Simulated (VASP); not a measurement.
A run of VASP 6.6.1:

The input POSCAR:

```
HfS2
1.0
    3.6302934612      0.0000000000      0.0000000000
   -1.8151467306      3.1439263606      0.0000000000
    0.0000000000      0.0000000000      5.8783536162
Hf S
1 2
Direct
    0.0000000000      0.0000000000      0.0000000000
    0.3333333333      0.6666666667      0.2446282338
    0.6666666667      0.3333333333      0.7553717662
```

File INCAR.step1:

```
PREC = Accurate
ENCUT = 550
ISMEAR = -1
SIGMA = 0.02
LREAL = F
LASPH = T
NELM = 120
NBANDS = 18
GGA = PE
ALGO = Normal
EDIFF = 1E-5
LWAVE = T
LCHARG = F
GGA_COMPAT = F
```

Contents of INCAR.step2:

```
PREC = Accurate
ENCUT = 550
EDIFF = 1E-6
ISMEAR = -1
SIGMA = 0.02
LREAL = F
LASPH = T
NELM = 120
ALGO = Normal
ISIF = 2
LWAVE = F
LCHARG = F
METAGGA = R2SCAN
LMIXTAU = T
LUSE_VDW = T
IVDW_NL = 2
BPARAM = 11.95
CPARAM = 0.0093
NBANDS = 18
ISTART = 1
GGA_COMPAT = F
```

The input KPOINTS:

```
Automatic mesh
0
Gamma
  12 12 4
```

Potentials or basis: VASP PAW PBE potentials, release 64 (Hf_pv, S).

Command:

```console
$ cat potpaw_PBE.64/Hf_pv/POTCAR potpaw_PBE.64/S/POTCAR > POTCAR
$ cp INCAR.step1 INCAR
$ mpirun -np 1 vasp_std > vasp.out
$ cp INCAR.step2 INCAR
$ mpirun -np 1 vasp_std > vasp.out
```

Hardware: 1 thread of Intel(R) Xeon(R) 6975P-C (Granite Rapids) (shared host).

Problem. How long does it take, and how much memory?

Solution. It took 3.1 min on 1 thread of Intel(R) Xeon(R) 6975P-C (Granite Rapids) (shared host), peak memory 0.39 GiB. Counts: k points 69.
